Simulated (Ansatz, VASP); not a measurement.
# Two plane-wave programs on Sc

```xyz
1
Lattice="3.0009 0.0000 0.0000 0.0000 3.0009 0.0000 0.0000 0.0000 3.0009" Properties=species:S:1:pos:R:3 pbc="T T T"
Sc    0.0000    0.0000    0.0000
```

Alike in both runs: task single point; functional r2SCAN; k mesh 12 × 12 × 12; occupations fermi-dirac, width 0.1 eV; no spin polarisation.

```csv
,VASP,Ansatz
version,VASP 6.6.1,Ansatz 0.2.0
potentials or method,"VASP PAW PBE potentials, release 64 (Sc_sv), cutoff 520 eV","plane waves (500 eV) with PAW, scalar-relativistic"
valence electrons in the cell,11,11
```

Ansatz gave:

- pressure (GPa): -1.4

Question: What did VASP give for the same quantities?

Answer: Pressure (GPa): -1.3.

VASP's potentials were made for PBE, not for r2SCAN. With one functional, cell and mesh, what is left measures potentials, basis and numerics.
